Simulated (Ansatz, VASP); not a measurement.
One calculation of TiO2, two programs

```xyz
12
Lattice="0.0000 4.2192 4.2192 4.2192 0.0000 4.2192 4.2192 4.2192 0.0000" Properties=species:S:1:pos:R:3 pbc="T T T"
Ti    3.1644    3.1644    5.2740
Ti    5.2740    3.1644    3.1644
Ti    3.1644    5.2740    3.1644
Ti    5.2740    5.2740    5.2740
O     3.2977    3.2977    3.2977
O     5.1407    3.2977    5.1407
O     5.1407    5.1407    3.2977
O     3.2977    5.1407    5.1407
O     5.4073    5.4073    7.2502
O     7.2502    5.4073    5.4073
O     5.4073    7.2502    5.4073
O     7.2502    7.2502    7.2502
```

Alike in both runs: task relaxation of cell and atoms; functional r2SCAN; k mesh 6 × 6 × 6; occupations gaussian, width 0.02 eV; no spin polarisation.

```csv
,VASP,Ansatz
version,VASP 6.6.1,Ansatz 0.2.0
potentials or method,"VASP PAW PBE potentials, release 64 (Ti_sv, O), cutoff 600 eV","scalar-relativistic, plane waves, PAW"
valence electrons in the cell,96,96
```

Ansatz gave:

| Item | Value |
| --- | --- |
| gap on the k mesh at the Fermi level, each at its own relaxed structure (eV) | 2.19 |
| relaxed volume (Å³/atom) | 12.16 |
| relaxed length of the cell vector where the two differ most in proportion (Å) | 5.910 |

Question: Which values does VASP return?

Answer: gap on the k mesh at the Fermi level, each at its own relaxed structure (eV): 2.19; relaxed volume (Å³/atom): 12.22; relaxed length of the cell vector where the two differ most in proportion (Å): 5.919.

VASP's potentials were made for PBE, not for r2SCAN.
